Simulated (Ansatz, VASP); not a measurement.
**Ca in VASP and in Ansatz**

File INCAR:

```
SYSTEM = Ca
  PREC = Accurate
  ENCUT = 520
  EDIFF = 1E-6
  ISMEAR = -1
  SIGMA = 0.1
  LREAL = .False.
  LASPH = .True.
  NELM = 80
  ALGO = Normal
  ISIF = 2
  LWAVE = .False.
  LCHARG = .False.
  GGA = PS
  NBANDS = 11
```

The input KPOINTS:

```
Automatic mesh
0
Gamma
  12 12 12
  0 0 0
```

File POSCAR:

```
Ca
1.0
   -2.1040125568      2.1040125568      2.1040125568
    2.1040125568     -2.1040125568      2.1040125568
    2.1040125568      2.1040125568     -2.1040125568
Ca
1
Direct
    0.0000000000      0.0000000000      0.0000000000
```

Input for Ansatz:

```yaml
crystal:
  lattice:
    - [-2.1040125568, 2.1040125568, 2.1040125568]
    - [2.1040125568, -2.1040125568, 2.1040125568]
    - [2.1040125568, 2.1040125568, -2.1040125568]
  atoms:
    - { symbol: Ca, position: [0.0, 0.0, 0.0] }
hamiltonian:
  xc: pbesol
  pseudopotentials:
    kind: paw
    azcp:
      Ca: "pseudopotentials/Ca.paw.azcp"
basis:
  ecutwfc: 420
  fft_grid_basis: typed
kpoints:
  mp_grid: { grid: [12, 12, 12], shift: [0, 0, 0] }
magnetization:
  spin_polarized: false
scf:
  occupations: { method: fermi_dirac, width: 0.1 }
  lower_state_search: "off"
output:
  stress: true
  write_density: true
  write_potential: true
  elf: true
  volumetric_format: npy
```

Alike in both runs: task single point; functional PBEsol; k mesh 12 × 12 × 12; occupations fermi-dirac, width 0.1 eV; no spin polarisation.

|  | VASP | Ansatz |
| --- | --- | --- |
| version | VASP 6.6.1 | Ansatz 0.2.0 |
| potentials or method | VASP PAW PBE potentials, release 64 (Ca_sv), cutoff 520 eV | plane waves (420 eV) with PAW, scalar-relativistic |
| valence electrons in the cell | 10 | 10 |

```csv
,VASP,Ansatz,Ansatz less VASP
pressure (GPa),1.6,1.6,-0.01
```

VASP's potentials were made for PBE, not for PBEsol, and Ansatz warns of the same on its side.
